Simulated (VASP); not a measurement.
# AgCl: density of states with LDA

The system is AgCl.

```xyz
2
Lattice="0.0000 2.7727 2.7727 2.7727 0.0000 2.7727 2.7727 2.7727 0.0000" Properties=species:S:1:pos:R:3 pbc="T T T"
Ag    0.0000    0.0000    0.0000
Cl    2.7727    2.7727    2.7727
```

- Program: VASP 6.6.1
- Task: density of states
- Functional: LDA
- Potentials or basis: VASP PAW LDA potentials, release 64 (Ag, Cl)
- Cutoff: 520 eV
- k mesh: 4 × 4 × 4
- Occupations: gaussian, width 0.1 eV
- Spin: no spin polarisation
- Dipole correction: no
- k mesh for the DOS: 6 × 6 × 6
- Charge: -0.5
- Occupations for the DOS: tetrahedron
- Further INCAR settings: ALGO = Normal; EDIFF = 1e-06; NBANDS = 16; NELECT = 18.5

* Valence electrons inside the program's atomic spheres: Ag 9.88; Cl 5.08

Levels at points of the mesh, in eV from the Fermi level:
| k point | band 6 | band 7 | band 8 | band 9 | band 10 | band 11 | band 12 | band 13 |
| --- | --- | --- | --- | --- | --- | --- | --- | --- |
| (0.00, 0.00, 0.00) | -5.71 | -5.52 | -5.52 | -5.52 | -2.73 | 7.35 | 7.35 | 7.35 |
| (0.50, 0.00, 0.00) | -5.37 | -5.05 | -3.19 | -3.19 | 0.51 | 3.08 | 4.07 | 4.07 |
| (0.50, 0.50, 0.00) | -5.51 | -5.24 | -5.24 | -5.15 | -1.22 | 4.40 | 5.01 | 7.87 |

It took 13 s on 1 thread of AMD EPYC 7R13 Processor (Zen 3), with other jobs on the host, peak memory 0.11 GiB.

Caveat: the k points lie up to 0.49 Å⁻¹ apart; the cell carries a net charge on a neutralising background, which shifts energy and pressure; the cell is charged against a uniform background, so pressure and absolute levels hang on convention.
